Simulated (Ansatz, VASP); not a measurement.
# Two plane-wave programs on KTaO3

File INCAR:

```
PREC = Accurate ; ENCUT = 520
EDIFF = 1E-7 ; ISMEAR = 0
SIGMA = 0.05 ; LREAL = F
LASPH = T ; NELM = 80
ALGO = Normal ; ISIF = 2
LWAVE = F ; LCHARG = F
GGA = PS ; NBANDS = 27
```

Contents of KPOINTS:

```
Automatic mesh
0
Gamma
  8 8 8
```

File POSCAR:

```
KTaO3
1.0
    3.6543210625      0.0000000000      0.0000000000
    0.0000000000      3.6543210625      0.0000000000
    0.0000000000      0.0000000000      4.7506173812
K Ta O
1 1 3
Direct
    0.5000000000      0.5000000000      0.5000000000
    0.0000000000      0.0000000000      0.0000000000
    0.5000000000      0.0000000000      0.0000000000
    0.0000000000      0.5000000000      0.0000000000
    0.0000000000      0.0000000000      0.5000000000
```

Input for Ansatz:

```yaml
crystal:
  lattice:
    - [3.6543210625, 0.0, 0.0]
    - [0.0, 3.6543210625, 0.0]
    - [0.0, 0.0, 4.7506173812]
  atoms:
    - { symbol: K, position: [0.5, 0.5, 0.5] }
    - { symbol: Ta, position: [0.0, 0.0, 0.0] }
    - { symbol: O, position: [0.5, 0.0, 0.0] }
    - { symbol: O, position: [0.0, 0.5, 0.0] }
    - { symbol: O, position: [0.0, 0.0, 0.5] }
basis:
  ecutwfc: 420
kpoints:
  mp_grid: { grid: [8, 8, 8] }
hamiltonian:
  xc: pbesol
scf:
  occupations: { method: gaussian, width: 0.05 }
output:
  forces: true
  stress: true
  eigenvalues: true
```

Alike in both runs: task single point; functional PBEsol; k mesh 8 × 8 × 8; occupations gaussian, width 0.05 eV; no spin polarisation.

```csv
,VASP,Ansatz
version,VASP 6.6.1,Ansatz 0.2.0
potentials or method,"VASP PAW PBE potentials, release 64 (K_sv, Ta_pv, O), cutoff 520 eV","scalar-relativistic, plane waves, PAW"
valence electrons in the cell,38,40
```

|  | VASP | Ansatz | Ansatz less VASP |
| --- | --- | --- | --- |
| gap on the k mesh at the Fermi level (eV) | 1.46 | 1.49 | +0.033 |
| least direct gap on the mesh (eV) | 1.53 | 1.56 | +0.031 |
| pressure (GPa) | 25.3 | 24.0 | -1.26 |
| traceless stress, the component that is largest in VASP (GPa) | -55.52 | -54.38 | +1.140 |

VASP's potentials were made for PBE, not for PBEsol. VASP's potentials hold 38 valence electrons a cell and Ansatz's 40, so a difference there can come from the potentials and not from the codes.

Neither program's run includes spin-orbit coupling.
